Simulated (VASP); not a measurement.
## HfN (rocksalt type): single point with PBE

The system is HfN (rocksalt type).

```
Hf N
1.0
     0.00000    2.01866    2.01866
     2.01866    0.00000    2.01866
     2.01866    2.01866    0.00000
Hf N
1 1
Direct
  0.00000 0.00000 0.00000
  0.50000 0.50000 0.50000
```

```yaml
Program: VASP 6.6.1
Task: single point
Functional: PBE
Potentials_or_basis: VASP PAW PBE potentials, release 64 (Hf_pv, N)
Cutoff: 520 eV
k_mesh: 17 × 17 × 17
Occupations: fermi-dirac, width 0.08 eV
Spin: no spin polarisation
Dipole_correction: no
Further_INCAR_settings: ALGO = Normal; EDIFF = 1e-06; NBANDS = 14
```

| Item | Value |
| --- | --- |
| Pressure | 199.2 GPa |

Levels at points of the mesh, in eV from the Fermi level:
| k point | band 4 | band 5 | band 6 | band 7 | band 8 | band 9 | band 10 | band 11 | band 12 | band 13 |
| --- | --- | --- | --- | --- | --- | --- | --- | --- | --- | --- |
| (0.00, 0.00, 0.00) | -19.37 | -3.29 | -3.29 | -3.29 | -0.67 | -0.67 | -0.67 | 2.86 | 2.86 | 5.75 |

Run time: 22 s on 1 thread of Intel Xeon 6975P-C, on a shared host, peak memory 0.17 GiB.

Caveat: spin-orbit coupling is left out, which moves the levels of the heavy elements.
